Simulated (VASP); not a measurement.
A run of VASP 6.6.1 is set up as follows.

POSCAR

```
Tl3Ge
1.0
    4.8812550666      0.0000000000      0.0000000000
    0.0000000000      4.8812550666      0.0000000000
    0.0000000000      0.0000000000      4.8812550666
Tl Ge
3 1
Direct
    0.0000000000      0.5000000000      0.5000000000
    0.5000000000      0.0000000000      0.5000000000
    0.5000000000      0.5000000000      0.0000000000
    0.0000000000      0.0000000000      0.0000000000
```

File INCAR.step1:

```
SYSTEM = Tl3Ge
PREC = Accurate ; ENCUT = 520
ISMEAR = -1 ; SIGMA = 0.1
LREAL = .FALSE. ; LASPH = .TRUE.
NELM = 80 ; NBANDS = 34
GGA = PE ; ALGO = Normal
EDIFF = 1E-4 ; LWAVE = .TRUE.
LCHARG = .FALSE.
```

The input INCAR.step2:

```
SYSTEM = Tl3Ge
PREC = Accurate ; ENCUT = 520
EDIFF = 1E-7 ; ISMEAR = -1
SIGMA = 0.1 ; LREAL = .FALSE.
LASPH = .TRUE. ; NELM = 80
ALGO = Normal ; ISIF = 2
LWAVE = .FALSE. ; LCHARG = .FALSE.
METAGGA = R2SCAN ; LMIXTAU = .TRUE.
NBANDS = 34 ; ISTART = 1
```

KPOINTS

```
Automatic mesh
0
G
  5 5 5
  0 0 0
```

Potentials or basis: VASP PAW PBE potentials, release 64 (Tl_d, Ge_d).

The run is started by

```bash
$ cat potpaw_PBE.64/Tl_d/POTCAR potpaw_PBE.64/Ge_d/POTCAR > POTCAR
$ cp INCAR.step1 INCAR
$ mpirun -np 1 vasp_std > vasp.out
$ cp INCAR.step2 INCAR
$ mpirun -np 1 vasp_std > vasp.out
```

Problem. Predict the pressure.

Solution. -2.0 GPa.

Caveat: the PAW data sets were made with another functional, which shifts forces and pressure a little.
